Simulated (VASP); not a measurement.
# Zn: single point with LDA

Zn:

```
Zn
1.0
     2.58485    0.00000    0.00000
    -1.29243    2.23855    0.00000
     0.00000    0.00000    4.79830
Zn
2
Direct
  0.33333 0.66667 0.25000
  0.66667 0.33333 0.75000
```

This cell differs from its parent crystal: strain -0.030 along x and y, -0.030 along z.

```json
{"Program": "VASP 6.6.1", "Task": "single point", "Functional": "LDA", "Potentials or basis": "VASP PAW LDA potentials, release 64 (Zn)", "Cutoff": "520 eV", "k mesh": "21 × 21 × 10", "Occupations": "gaussian, width 0.15 eV", "Spin": "no spin polarisation", "Dipole correction": "no", "Further INCAR settings": "ALGO = Fast; EDIFF = 1e-06; NBANDS = 19"}
```

```json
{
  "Pressure": "-1.2 GPa",
  "Band gap on the k mesh": "zero (band 12 reaches 5.09 eV, above the bottom of band 13 at 0.55 eV)"
}
```

Stress tensor (GPa, compression positive):
```
-1.92  0.00  0.00
 0.00 -1.92  0.00
 0.00  0.00  0.24
```

Levels at points of the mesh, in eV from the Fermi level:
```tsv
k point	band 10	band 11	band 12	band 13	band 14	band 15
(0.00, 0.00, 0.00)	-7.38	-7.38	-4.14	-3.09	14.31	18.20
(0.00, 0.00, 0.50)	-7.49	-7.49	-7.49	4.80	4.80	19.84
```

It took 46 s on 1 thread of Intel(R) Xeon(R) 6975P-C (Granite Rapids), on a shared host, peak memory 0.22 GiB.

Caveat: the cell differs from its parent crystal (strain -0.030 along x and y, -0.030 along z).
